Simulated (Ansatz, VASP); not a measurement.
## Se: VASP beside Ansatz

```
Se
1.0
     4.02621    0.00000    0.00000
    -2.01310    3.48680    0.00000
     0.00000    0.00000    4.91439
Se
3
Cartesian
  1.0512 0.0000 1.6381
  -0.5256 0.9103 3.2763
  1.4875 2.5765 0.0000
```

Alike in both runs: task single point; functional PBEsol; dispersion D3(BJ); k mesh 12 × 12 × 8; occupations gaussian, width 0.03 eV; no spin polarisation.

|  | VASP | Ansatz |
| --- | --- | --- |
| version | VASP 6.6.1 | Ansatz 0.2.0 |
| potentials or method | VASP PAW PBE potentials, release 64 (Se), cutoff 520 eV | scalar-relativistic, plane waves, PAW |
| valence electrons in the cell | 18 | 48 |

VASP gave:

| Quantity | Value |
| --- | --- |
| gap on the k mesh at the Fermi level (eV) | 0.27 |
| least direct gap on the mesh (eV) | 0.75 |
| pressure (GPa) | -0.2 |
| traceless stress, the component that is largest in VASP (GPa) | 1.98 |
| rms of the force components (eV/Å) | 0.056 |

Which values does Ansatz return?

gap on the k mesh at the Fermi level (eV): 0.27; least direct gap on the mesh (eV): 0.75; pressure (GPa): -0.4; traceless stress, the component that is largest in VASP (GPa): 1.93; rms of the force components (eV/Å): 0.074.

VASP's potentials were made for PBE, not for PBEsol. Atom by atom the forces differ by 0.017 eV/Å (rms over components). VASP's potentials hold 18 valence electrons a cell and Ansatz's 48, so a difference there can come from the potentials and not from the codes.
